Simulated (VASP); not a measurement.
Here is a VASP 6.6.1 calculation.

File INCAR:

```
SYSTEM = Mg5O
PREC = Accurate ; ENCUT = 520
EDIFF = 1E-6 ; ISMEAR = 0
SIGMA = 0.1 ; LREAL = .FALSE.
LASPH = .TRUE. ; NELM = 60
ALGO = Normal ; ISIF = 2
LWAVE = .FALSE. ; LCHARG = .FALSE.
GGA = PE ; NBANDS = 28
```

The input KPOINTS:

```
regular mesh
0
G
  12 12 2
  0 0 0
```

The input POSCAR:

```
Mg5O
1.0
    3.1261218724      0.0000000000      0.0000000000
   -1.5630609362      2.7073009568      0.0000000000
    0.0000000000      0.0000000000     25.8736475812
Mg O
10 2
Direct
    0.0000000000      0.0000000000      0.0000000000
    0.6666666667      0.3333333333      0.9048897084
    0.3333333333      0.6666666667      0.0951102916
    0.3333333333      0.6666666667      0.8043551609
    0.0000000000      0.0000000000      0.7028269573
    0.6666666667      0.3333333333      0.1956448391
    0.0000000000      0.0000000000      0.2971730427
    0.0000000000      0.0000000000      0.5000000000
    0.6666666667      0.3333333333      0.6017325985
    0.3333333333      0.6666666667      0.3982674015
    0.6666666667      0.3333333333      0.0468781905
    0.3333333333      0.6666666667      0.9531218095
```

Potentials or basis: VASP PAW PBE potentials, release 64 (Mg, O).

Command:

```console
$ cat potpaw_PBE.64/Mg/POTCAR potpaw_PBE.64/O/POTCAR > POTCAR
$ mpirun -np 1 vasp_std > vasp.out
```

(1) Predict the band gap on the k mesh.

(2) What does it give for the pressure?

Answers

(1) zero (band 16 reaches 4.47 eV, above the bottom of band 17 at 2.24 eV).

(2) -0.2 GPa.
